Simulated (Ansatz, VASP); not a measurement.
## Fe: VASP beside Ansatz

The input POSCAR:

```
Fe
1.0
   -1.3650158294      1.3650158294      1.3650158294
    1.3650158294     -1.3650158294      1.3650158294
    1.3650158294      1.3650158294     -1.3650158294
Fe
1
Direct
    0.0000000000      0.0000000000      0.0000000000
```

File INCAR.step1:

```
ALGO = Normal
EDIFF = 1E-4
ENCUT = 520
GGA = PE
ISMEAR = 0
LASPH = T
LCHARG = F
LREAL = F
LWAVE = T
NBANDS = 10
NELM = 80
PREC = Accurate
SIGMA = 0.2
```

INCAR.step2

```
ALGO = Normal
EDIFF = 1E-7
ENCUT = 520
ISIF = 2
ISMEAR = 0
ISTART = 1
LASPH = T
LCHARG = T
LELF = T
LMIXTAU = T
LREAL = F
LVHAR = T
LWAVE = F
METAGGA = R2SCAN
NBANDS = 10
NELM = 80
PREC = Accurate
SIGMA = 0.2
```

KPOINTS

```
k-points
0
Gamma
  16 16 16
```

Input for Ansatz:

```yaml
crystal:
  lattice:
    - [-1.3650158294, 1.3650158294, 1.3650158294]
    - [1.3650158294, -1.3650158294, 1.3650158294]
    - [1.3650158294, 1.3650158294, -1.3650158294]
  atoms:
    - { symbol: Fe, position: [0.0, 0.0, 0.0] }
hamiltonian:
  xc: r2scan
  pseudopotentials:
    kind: paw
    azcp:
      Fe: "pseudopotentials/Fe.paw.azcp"
basis:
  ecutwfc: 500
  fft_grid_basis: typed
kpoints:
  mp_grid: { grid: [16, 16, 16], shift: [0, 0, 0] }
magnetization:
  spin_polarized: false
scf:
  occupations: { method: gaussian, width: 0.2 }
  lower_state_search: "off"
output:
  stress: true
  write_density: true
  write_potential: true
  elf: true
  volumetric_format: npy
```

Alike in both runs: task single point; functional r2SCAN; k mesh 16 × 16 × 16; occupations gaussian, width 0.2 eV; no spin polarisation.

```csv
,VASP,Ansatz
version,VASP 6.6.1,Ansatz 0.2.0
potentials or method,"VASP PAW PBE potentials, release 64 (Fe), cutoff 520 eV","plane waves (500 eV) with PAW, scalar-relativistic"
valence electrons in the cell,8,16
```

|  | VASP | Ansatz | Ansatz less VASP |
| --- | --- | --- | --- |
| pressure (GPa) | 0.3 | -0.3 | -0.59 |

VASP's potentials were made for PBE, not for r2SCAN. VASP's potentials hold 8 valence electrons a cell and Ansatz's 16, so a difference there can come from the potentials and not from the codes.
